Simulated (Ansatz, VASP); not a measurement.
## Two plane-wave programs on BeS

```xyz
2
Lattice="0.0000 2.4569 2.4569 2.4569 0.0000 2.4569 2.4569 2.4569 0.0000" Properties=species:S:1:pos:R:3 pbc="T T T"
S     3.6854    3.6854    3.6854
Be    0.0000    0.0000    0.0000
```

Alike in both runs: task single point; functional PBEsol; k mesh 9 × 9 × 9; occupations fermi-dirac, width 0.05 eV; no spin polarisation.

|  | VASP | Ansatz |
| --- | --- | --- |
| version | VASP 6.6.1 | Ansatz 0.2.0 |
| potentials or method | VASP PAW PBE potentials, release 64 (S, Be) | Ansatz PAW |
| plane-wave cutoff (eV) | 520 | 420 |
| valence electrons in the cell | 8 | 8 |

Ansatz gave:

| Item | Value |
| --- | --- |
| gap on the k mesh at the Fermi level (eV) | 3.10 |
| least direct gap on the mesh (eV) | 5.38 |
| pressure (GPa) | -4.2 |

Problem. What did VASP give for the same quantities?

Solution. gap on the k mesh at the Fermi level (eV): 3.11; least direct gap on the mesh (eV): 5.38; pressure (GPa): -4.0.

VASP's potentials were made for PBE, not for PBEsol. With one functional, cell and mesh, what is left measures potentials, basis and numerics.

Noted on Ansatz's run: odd divisions of the mesh miss points on the zone boundary, where band edges often lie, so the gap on the mesh can be too wide.
